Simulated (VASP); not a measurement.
## Ru: single point with PBEsol

The system is Ru.

```xyz
2
Lattice="2.8780 0.0000 0.0000 -1.4390 2.4924 0.0000 0.0000 0.0000 3.8442" Properties=species:S:1:pos:R:3 pbc="T T T"
Ru    0.0000    1.6616    0.9610
Ru    1.4390    0.8308    2.8831
```

| Item | Value |
| --- | --- |
| Program | VASP 6.6.1 |
| Task | single point |
| Functional | PBEsol |
| Potentials or basis | VASP PAW PBE potentials, release 64 (Ru_pv) |
| Cutoff | 520 eV |
| k mesh | 18 × 18 × 10 |
| Occupations | gaussian, width 0.15 eV |
| Spin | no spin polarisation |
| Dipole correction | no |
| Further INCAR settings | ALGO = Normal; EDIFF = 1e-06; NBANDS = 21 |

| Quantity | Value |
| --- | --- |
| Pressure | 0.0 GPa |
| Band gap on the k mesh | zero (band 14 reaches 13.88 eV, above the bottom of band 15 at 11.24 eV) |

Stress tensor (GPa, compression positive):
```
-18.46   0.00   0.00
  0.00 -18.46   0.00
  0.00   0.00  36.90
```

Levels at points of the mesh, in eV from the Fermi level:
| k point | band 10 | band 11 | band 12 | band 13 | band 14 | band 15 | band 16 | band 17 | band 18 | band 19 |
| --- | --- | --- | --- | --- | --- | --- | --- | --- | --- | --- |
| (0.00, 0.00, 0.00) | -2.86 | -2.64 | -2.64 | -1.77 | -1.77 | -0.93 | 1.13 | 1.13 | 3.33 | 10.30 |
| (0.50, 0.00, 0.00) | -4.10 | -2.43 | -1.15 | -0.60 | 0.30 | 1.21 | 2.51 | 3.28 | 5.15 | 10.31 |
| (0.00, 0.00, 0.50) | -3.57 | -3.57 | -3.57 | -1.79 | -1.79 | 0.87 | 0.87 | 0.87 | 0.87 | 10.31 |
| (0.50, 0.00, 0.50) | -3.89 | -1.77 | -1.77 | 0.18 | 0.18 | 0.95 | 0.95 | 2.93 | 2.93 | 10.08 |

It took 49 s on 1 thread of Intel(R) Xeon(R) Platinum 8488C (Sapphire Rapids), with other jobs on the host, peak memory 0.22 GiB.

Caveat: the PAW data sets were made with another functional, which shifts forces and pressure a little.
